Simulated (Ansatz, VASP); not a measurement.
## Ir: VASP beside Ansatz

Contents of INCAR:

```
  ALGO = Normal
  EDIFF = 1E-6
  ENCUT = 500
  GGA = PS
  GGA_COMPAT = False
  ISIF = 2
  ISMEAR = 0
  LASPH = True
  LCHARG = True
  LELF = True
  LREAL = False
  LVHAR = True
  LWAVE = False
  NBANDS = 10
  NELM = 120
  PREC = Accurate
  SIGMA = 0.1
```

The input KPOINTS:

```
k-points
0
Gamma
  18 18 18
```

POSCAR

```
Ir
1.0
    0.0000000000      1.9156000000      1.9156000000
    1.9156000000      0.0000000000      1.9156000000
    1.9156000000      1.9156000000      0.0000000000
Ir
1
Direct
    0.0000000000      0.0000000000      0.0000000000
```

Input for Ansatz:

```yaml
crystal:
  lattice:
    - [0.0, 1.9156, 1.9156]
    - [1.9156, 0.0, 1.9156]
    - [1.9156, 1.9156, 0.0]
  atoms:
    - { symbol: Ir, position: [0.0, 0.0, 0.0] }
basis:
  ecutwfc: 420
kpoints:
  mp_grid: { grid: [18, 18, 18] }
hamiltonian:
  xc: pbesol
scf:
  occupations: { method: gaussian, width: 0.1 }
output:
  forces: true
  stress: true
  eigenvalues: true
  populations: true
```

Alike in both runs: task single point; functional PBEsol; k mesh 18 × 18 × 18; occupations gaussian, width 0.1 eV; no spin polarisation.

|  | VASP | Ansatz |
| --- | --- | --- |
| version | VASP 6.6.1 | Ansatz 0.2.0 |
| potentials or method | VASP PAW PBE potentials, release 64 (Ir), cutoff 500 eV | scalar-relativistic, plane waves, PAW |
| valence electrons in the cell | 9 | 17 |

```csv
,VASP,Ansatz,Ansatz less VASP
gap on the k mesh at the Fermi level (eV),none,none,-
pressure (GPa),0.7,-0.3,-0.96
```

VASP's potentials were made for PBE, not for PBEsol. A gap of «none» marks a metal or a gap that the smearing closes. VASP's potentials hold 9 valence electrons a cell and Ansatz's 17, so a difference there can come from the potentials and not from the codes.

Neither program's run includes spin-orbit coupling.
